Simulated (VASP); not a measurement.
# Hf3Br2 (Cmmm) in VASP: further runs

The runs below take Hf3Br2 through single point, relaxation of cell and atoms, with PBE.

All numbers are computed with VASP 6.6.1; they aren't measurements. Logs are shortened: lines on timing, memory, paths and dates and some standing lists are left out, and cuts for length are marked.

## 1. The cell of the first run

Symmetry: Cmmm, No. 65, orthorhombic system. Conventional cell: a = 5.163 Å, b = 9.455 Å, c = 5.382 Å, α = 90.00°, β = 90.00°, γ = 90.00°. Within 3.4 Å of Hf (site symmetry 2/m) lie 4 Hf at 2.58 to 2.69 Å. Hf (site symmetry mmm) has 2 Br at 2.69 Å and 4 Hf at 2.69 Å within 3.5 Å. Within 3.4 Å of Br (site symmetry mmm) lie 2 Br at 2.58 Å and 2 Hf at 2.69 Å. Within 3.4 Å of Br (site symmetry mmm) lie 2 Br at 2.58 Å.

The cell was generated, and may not be a known phase.

## 2. Single point, PBE

Contents of INCAR:

```
SYSTEM = Hf3Br2
PREC = Accurate
ENCUT = 520
EDIFF = 1E-6
ISMEAR = 0
SIGMA = 0.1
LREAL = .False.
LASPH = .True.
NELM = 60
ALGO = Normal
ISIF = 2
LWAVE = .False.
LCHARG = .False.
GGA = PE
NBANDS = 30
```

Contents of KPOINTS:

```
regular mesh
0
Gamma
  4 4 4
  0 0 0
```

Contents of POSCAR:

```
Hf3Br2
1.0
    2.5815340900     -4.7273378900      0.0000000000
    2.5815340900      4.7273378900      0.0000000000
    0.0000000000      0.0000000000      5.3818200100
Hf Br
3 2
Direct
    0.0000000000      0.5000000000      0.0000000000
    0.5000000000      0.0000000000      0.0000000000
    0.0000000000      0.0000000000      0.0000000000
    0.0000000000      0.0000000000      0.5000000000
    0.5000000000      0.5000000000      0.5000000000
```

Potentials or basis: VASP PAW PBE potentials, release 64 (Hf_pv, Br).

The run is started by

```bash
$ cat potpaw_PBE.64/Hf_pv/POTCAR potpaw_PBE.64/Br/POTCAR > POTCAR
$ mpirun -np 1 vasp_std > vasp.out
```

OUTCAR:

```text
SYSTEM = Hf3Br2
   PREC = Accurate
   ENCUT = 520
   EDIFF = 1E-6
   ISMEAR = 0
   LREAL = .False.
   LASPH = .True.
   NELM = 60
   ISIF = 2
   GGA = PE

 ion  position               nearest neighbor table
   1  0.000  0.500  0.000-   2 2.58   2 2.58   3 2.69   3 2.69
   2  0.500  0.000  0.000-   1 2.58   1 2.58   3 2.69   3 2.69
   3  0.000  0.000  0.000-   4 2.69   4 2.69   1 2.69   2 2.69   1 2.69   2 2.69
   4  0.000  0.000  0.500-   5 2.58   5 2.58   3 2.69   3 2.69
   5  0.500  0.500  0.500-   4 2.58   4 2.58

  LATTYP: Found a base centered orthorhombic cell.
 ALAT       =     5.1630681800
 B/A-ratio  =     1.8312126531
 C/A-ratio  =     1.0423685728

  Lattice vectors:

 A1 = (   2.5815340900,  -4.7273378900,   0.0000000000)
 A2 = (   2.5815340900,   4.7273378900,   0.0000000000)
 A3 = (   0.0000000000,   0.0000000000,   5.3818200100)

Analysis of symmetry for initial positions (statically):
=====================================================================
 Subroutine PRICEL returns:
 Original cell was already a primitive cell.

 Routine SETGRP: Setting up the symmetry group for a
 base centered orthorhombic supercell.

 Subroutine GETGRP returns: Found  8 space group operations
 (whereof  8 operations were pure point group operations)
 out of a pool of  8 trial point group operations.

The static configuration has the point symmetry D_2h.

Analysis of symmetry for dynamics (positions and initial velocities):
=====================================================================
 Subroutine PRICEL returns:
 Original cell was already a primitive cell.

 Routine SETGRP: Setting up the symmetry group for a
 base centered orthorhombic supercell.

 Subroutine GETGRP returns: Found  8 space group operations
 (whereof  8 operations were pure point group operations)
 out of a pool of  8 trial point group operations.

The dynamic configuration has the point symmetry D_2h.

 Subroutine INISYM returns: Found  8 space group operations
 (whereof  8 operations are pure point group operations),
 and found     1 'primitive' translations

----------------------------------------------------------------------------------------

                                     Primitive cell

  volume of cell :     131.3571

[... 88 lines left out ...]
   ENCUT  =  520.0 eV  38.22 Ry    6.18 a.u.  10.01 10.01 10.01*2*pi/ulx,y,z
   NELM   =     60;   NELMIN=  2; NELMDL= -5     # of ELM steps
   EDIFF  = 0.1E-05   stopping-criterion for ELM
   LREAL  =      F    real-space projection
   EDIFFG = 0.1E-04   stopping-criterion for IOM
   NSW    =      0    number of steps for IOM
   IBRION =     -1    ionic relax: 0-MD 1-quasi-New 2-CG
   NFREE  =      0    steps in history (QN), initial steepest desc. (CG)
   ISIF   =      2    stress and relaxation
   ISYM   =      2    0-nonsym 1-usesym 2-fastsym
   POTIM  = 0.5000    time-step for ionic-motion
   TEBEG  =    0.0;   TEEND  =   0.0 temperature during run
   PSTRESS=    0.0 pullay stress
   NELECT =      44.0000    total number of electrons
   NUPDOWN=      -1.0000    fix difference up-down
   EMIN   =  10.00;   EMAX   =-10.00  energy-range for DOS
   EFERMI =   0.00;   METHOD = LEGACY
   ISMEAR =     0;   SIGMA  =   0.10  broadening in eV -4-tet -1-fermi 0-gaus
   EFERMI_NEDOS =   21; number of points for ismear=-14 and -15
   IALGO  =     38    algorithm
   IMIX   =      4    mixing-type and parameters
     AMIX     =   0.40;   BMIX     =  1.00
     AMIX_MAG =   1.60;   BMIX_MAG =  1.00
  volume/ion in A,a.u.               =      26.27       177.29
  Fermi-wavevector in a.u.,A,eV,Ry     =   1.136949  2.148523 17.587627  1.292654
  Thomas-Fermi vector in A             =   2.273655
   LORBIT       =      0    0 simple, 1 ext, 2 COOP (PROOUT), +10 PAW based schemes
   GGA     = PE    functional components
   LHFCALC =     F    Hartree Fock is set to
   AEXX    =    0.0000 exact exchange contribution
   IVDW    =     0    specifies the selected vdW correction
   LEPSILON=     F    determine dielectric tensor
   LRPA    =     F    only Hartree local field effects (RPA)
 non-spin polarized calculation
 Gauss-broadening in eV      SIGMA  =   0.10
  energy-cutoff  :      520.00
  volume of cell :      131.36
 maximum number of plane-waves:      3568
   NGX = 21   NGY = 21   NGZ = 21

 number of electron      43.9999996 magnetization

 Free energy of the ion-electron system (eV)
  ---------------------------------------------------
  ext. energy  EPLUGINS =         0.00000000
  ---------------------------------------------------
  free energy    TOTEN  =       -25.65520286 eV

  energy without entropy =      -25.62230732  energy(sigma->0) =      -25.63875509

 E-fermi :   3.9666     XC(G=0):  -9.7026

 val. band max:        3.9651185212   @ k =   0.5000   0.2500   0.0000
 cond. band min:       3.9791499612   @ k =  -0.2500   0.2500   0.0000
 fundamental gap:      0.0140314399
 Fermi energy:         3.9665934496

 k-point     1 :       0.0000    0.0000    0.0000
  band No.  band energies     occupation
      1     -28.1131      2.00000
      2     -27.3354      2.00000
      3     -27.2026      2.00000
      4     -27.1180      2.00000
      5     -26.7909      2.00000
      6     -26.7068      2.00000
[... 682 lines left out ...]
     29       6.0135      0.00000
     30       6.3786      0.00000

------------------------ aborting loop because EDIFF is reached ----------------------------------------

  FORCE on cell =-STRESS in cart. coord.  units (eV):
  Direction    XX          YY          ZZ          XY          YZ          ZX
  --------------------------------------------------------------------------------------
  -------------------------------------------------------------------------------------
  Total       24.3677366      8.3545536      0.0309505     -0.0000000      0.0000000      0.0000000
  in kB      297.2159418    101.9014014      0.3775071     -0.0000000      0.0000000      0.0000000
  external PRESSURE =     133.1649501 kB  Pullay stress =       0.0000000 kB

 VOLUME and BASIS-vectors are now :
 -----------------------------------------------------------------------------
  energy-cutoff  :      520.00
  volume of cell :      131.36
      direct lattice vectors                 reciprocal lattice vectors
     2.581534090 -4.727337890  0.000000000     0.193683284 -0.105767773  0.000000000
     2.581534090  4.727337890  0.000000000     0.193683284  0.105767773  0.000000000
     0.000000000  0.000000000  5.381820010     0.000000000  0.000000000  0.185810748

 POSITION                                       TOTAL-FORCE (eV/Angst)
 -----------------------------------------------------------------------------------
      1.29077      2.36367      0.00000         0.000000     -0.000000      0.000000
      1.29077     -2.36367      0.00000        -0.000000     -0.000000      0.000000
      0.00000      0.00000      0.00000         0.000000     -0.000000      0.000000
      0.00000      0.00000      2.69091         0.000000     -0.000000      0.000000
      2.58153      0.00000      2.69091        -0.000000      0.000000      0.000000
 -----------------------------------------------------------------------------------
    total drift:                                0.000000      0.000000     -0.000000

  FREE ENERGIE OF THE ION-ELECTRON SYSTEM (eV)
  ---------------------------------------------------
  free  energy   TOTEN  =       -25.6552028602 eV

  energy  without entropy=      -25.6223073221  energy(sigma->0) =      -25.63875509
```

OSZICAR:

```text
N       E                     dE             d eps       ncg     rms          rms(c)
DAV:   1     0.232838614699E+03    0.23284E+03   -0.22658E+04  1300   0.133E+03
DAV:   2    -0.103984644627E+02   -0.24324E+03   -0.23359E+03  1576   0.319E+02
DAV:   3    -0.268103021585E+02   -0.16412E+02   -0.15770E+02  1612   0.584E+01
DAV:   4    -0.273384108820E+02   -0.52811E+00   -0.50735E+00  1660   0.104E+01
DAV:   5    -0.273513749040E+02   -0.12964E-01   -0.12914E-01  1640   0.147E+00    0.662E+01
DAV:   6    -0.261286145199E+02    0.12228E+01   -0.64798E+00  1642   0.707E+00    0.268E+01
DAV:   7    -0.257319574277E+02    0.39666E+00   -0.20302E+00  1526   0.541E+00    0.116E+01
DAV:   8    -0.256751977937E+02    0.56760E-01   -0.15132E+00  1604   0.282E+00    0.234E+00
DAV:   9    -0.256558603892E+02    0.19337E-01   -0.83885E-02  1536   0.113E+00    0.107E+00
DAV:  10    -0.256558338061E+02    0.26583E-04   -0.21370E-02  1632   0.440E-01    0.427E-01
DAV:  11    -0.256552001753E+02    0.63363E-03   -0.31223E-03  1530   0.183E-01    0.138E-01
DAV:  12    -0.256551996507E+02    0.52466E-06   -0.82862E-04  1654   0.108E-01    0.335E-02
DAV:  13    -0.256551947921E+02    0.48585E-05   -0.10839E-04  1614   0.381E-02    0.169E-02
DAV:  14    -0.256552015105E+02   -0.67184E-05   -0.11549E-05  1440   0.143E-02    0.645E-03
DAV:  15    -0.256552026725E+02   -0.11620E-05   -0.27864E-06  1352   0.658E-03    0.311E-03
DAV:  16    -0.256552028602E+02   -0.18764E-06   -0.34099E-07  1018   0.275E-03
   1 F= -.25655203E+02 E0= -.25638755E+02  d E =-.328955E-01
```

Wall time 90 s (1 thread of Intel Xeon Platinum 8259CL at 2.50GHz (Skylake/Cascade Lake), shared host); peak memory 0.27 GiB.

What came out:

* Free energy: -25.6552 eV
* Pressure: 13.3 GPa
* Band gap on the k mesh: zero (bands 22 and 23 overlap by 1.07 eV)

Levels at points of the mesh, in eV from the Fermi level:
```tsv
k point	band 20	band 21	band 22	band 23	band 24	band 25
(0.00, 0.00, 0.00)	-1.97	-1.82	-0.72	-0.66	-0.55	1.55
(0.50, 0.00, 0.00)	-1.21	-0.48	0.42	0.64	0.65	0.91
(0.50, 0.50, 0.00)	-0.69	-0.49	0.25	0.55	0.57	1.03
(0.00, 0.00, 0.50)	-1.16	-1.05	0.34	0.47	0.52	0.73
(0.50, 0.00, 0.50)	-0.33	-0.15	0.22	0.24	0.33	0.70
(0.50, 0.50, 0.50)	-0.51	0.07	0.21	0.27	1.02	1.27
```

Caveat: the stress differs along the axes, from 0 to 30 GPa; spin-orbit coupling is left out, which moves the levels of the heavy elements.

## 3. Relaxation of cell and atoms, PBE

Contents of INCAR:

```
SYSTEM = Hf3Br2
PREC = Accurate ; ENCUT = 600
EDIFF = 1E-7 ; ISMEAR = 0
SIGMA = 0.1 ; LREAL = .False.
LASPH = .True. ; NELM = 100
ALGO = Normal ; ISIF = 3
LWAVE = .False. ; LCHARG = .False.
GGA = PE ; IBRION = 2
NSW = 90 ; EDIFFG = -0.04
```

Contents of KPOINTS:

```
Automatic mesh
0
Gamma
  4 4 4
  0 0 0
```

POSCAR is that of step 2.

Potentials or basis: VASP PAW PBE potentials, release 64 (Hf_pv, Br).

The run is started by

```bash
$ cat potpaw_PBE.64/Hf_pv/POTCAR potpaw_PBE.64/Br/POTCAR > POTCAR
$ mpirun -np 1 vasp_std > vasp.out
```

Run time: 22 min. Hardware: 1 thread of Intel Xeon Platinum 8259CL at 2.50GHz (Skylake/Cascade Lake), shared host; peak memory 0.39 GiB.

The run converged. Its results:

```yaml
Free_energy: -28.9142 eV
Relaxed_volume: 29.90 Å³/atom
Relaxed_cell: a = 5.361 Å, b = 5.361 Å, c = 5.208 Å, α = 90.00°, β = 90.00°, γ = 92.75°
Space_group_after_relaxing_to_0.1_Å: Cmmm (No. 65)
Energy_gained_by_relaxing: 651.7 meV/atom
Ionic_steps: 16
Pressure_after_relaxing: 0.1 GPa
Band_gap_on_the_k_mesh: zero (bands 22 and 23 overlap by 1.21 eV)
```

Stress tensor (GPa, compression positive):
```
 0.19  0.00  0.00
 0.00 -0.17  0.00
 0.00  0.00  0.18
```

The path:
```csv
step,energy change (eV),largest force (eV/Å),pressure (GPa),volume (Å³)
1,0.0000,0.0000,13.32,131.36
2,-2.2594,0.0000,-3.39,175.38
3,-2.2832,0.0000,-1.85,168.02
4,-2.2897,0.0000,-2.50,170.88
5,-2.6599,0.0000,-1.59,162.09
6,-2.7573,0.0000,-0.63,156.59
7,-2.6156,0.0000,2.86,145.25
8,-2.7701,0.0000,-0.15,154.43
9,-3.0495,0.0000,0.58,149.24
10,-3.1541,0.0000,1.68,144.69
11,-3.1562,0.0000,2.13,143.26
12,-3.2358,0.0000,-0.29,150.92
13,-3.2361,0.0000,-0.18,150.50
14,-3.2564,0.0000,-0.13,150.19
15,-3.2570,0.0000,-0.10,150.12
16,-3.2584,0.0000,0.06,149.49
```

Final structure:
```cif
data_structure
_symmetry_space_group_name_H-M 'P 1'
_symmetry_Int_Tables_number 1
_cell_length_a 5.3607
_cell_length_b 5.3607
_cell_length_c 5.2080
_cell_angle_alpha 90.000
_cell_angle_beta 90.000
_cell_angle_gamma 92.749
_cell_volume 149.49
loop_
_atom_site_label
_atom_site_type_symbol
_atom_site_fract_x
_atom_site_fract_y
_atom_site_fract_z
_atom_site_occupancy
Hf1 Hf 0.00000 0.50000 0.00000 1
Hf2 Hf 0.50000 0.00000 0.00000 1
Hf3 Hf 0.00000 0.00000 0.00000 1
Br1 Br 0.00000 0.00000 0.50000 1
Br2 Br 0.50000 0.50000 0.50000 1
```

Levels at points of the mesh, in eV from the Fermi level:
```
           k point  band 20  band 21  band 22  band 23  band 24  band 25
(0.00, 0.00, 0.00)    -2.18    -1.76    -1.62    -0.95    -0.17    -0.12
(0.50, 0.00, 0.00)    -1.29    -1.24     0.21     0.29     0.41     0.74
(0.50, 0.50, 0.00)    -0.61    -0.54     0.05     0.13     0.66     1.17
(0.00, 0.00, 0.50)    -2.08    -0.01     0.10     0.37     1.04     1.31
(0.50, 0.00, 0.50)    -0.47    -0.04     0.13     0.14     0.47     0.76
(0.50, 0.50, 0.50)    -0.28    -0.02     0.16     0.48     0.76     1.17
```

Caveat: spin-orbit coupling is left out, which moves the levels of the heavy elements.
